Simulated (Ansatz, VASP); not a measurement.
**SrCl2: VASP beside Ansatz**

INCAR

```
SYSTEM = SrCl2
  PREC = Accurate
  ENCUT = 520
  EDIFF = 1E-7
  ISMEAR = -1
  SIGMA = 0.05
  LREAL = .FALSE.
  LASPH = .TRUE.
  NELM = 60
  ALGO = Normal
  ISIF = 2
  LWAVE = .FALSE.
  LCHARG = .TRUE.
  GGA = B5
  ALDAX = 1.0
  AGGAX = 1.0
  AGGAC = 1.0
  ALDAC = 0.0
  LELF = .TRUE.
  LVHAR = .TRUE.
  NBANDS = 19
```

KPOINTS

```
regular mesh
0
G
  4 4 4
  0 0 0
```

Contents of POSCAR:

```
SrCl2
1.0
    0.0000000000      3.4883500000      3.4883500000
    3.4883500000      0.0000000000      3.4883500000
    3.4883500000      3.4883500000      0.0000000000
Sr Cl
1 2
Direct
    0.0000000000      0.0000000000      0.0000000000
    0.7500000000      0.7500000000      0.7500000000
    0.2500000000      0.2500000000      0.2500000000
```

File input.yaml:

```yaml
crystal:
  lattice:
    - [0.0, 3.48835, 3.48835]
    - [3.48835, 0.0, 3.48835]
    - [3.48835, 3.48835, 0.0]
  atoms:
    - { symbol: Sr, position: [0.0, 0.0, 0.0] }
    - { symbol: Cl, position: [0.75, 0.75, 0.75] }
    - { symbol: Cl, position: [0.25, 0.25, 0.25] }
hamiltonian:
  xc: blyp
  pseudopotentials: { kind: paw }
kpoints:
  mp_grid: { grid: [4, 4, 4] }
scf:
  occupations: { method: fermi_dirac, width: 0.05 }
  n_extra_bands: 7
output:
  forces: true
  stress: true
  eigenvalues: true
  dos: { projected: true, de: 0.05, nscf_kmesh: { grid: [6, 6, 6] } }
```

Alike in both runs: functional BLYP; k mesh 4 × 4 × 4; occupations fermi-dirac, width 0.05 eV; no spin polarisation.

|  | VASP | Ansatz |
| --- | --- | --- |
| version | VASP 6.6.1 | Ansatz 0.2.0 |
| potentials or method | VASP PAW PBE potentials, release 64 (Sr_sv, Cl) | Ansatz PAW |
| plane-wave cutoff (eV) | 520 | 420 |
| valence electrons in the cell | 24 | 24 |
| task | single point | projected density of states |

VASP gave:

- gap on the k mesh at the Fermi level (eV): 5.38
- least direct gap on the mesh (eV): 5.51
- pressure (GPa): 2.7

Task: Which values does Ansatz return?

Result: gap on the k mesh at the Fermi level (eV): 5.37; least direct gap on the mesh (eV): 5.51; pressure (GPa): 2.7.

VASP's potentials were made for PBE, not for BLYP. With one functional, cell and mesh, what is left measures potentials, basis and numerics.
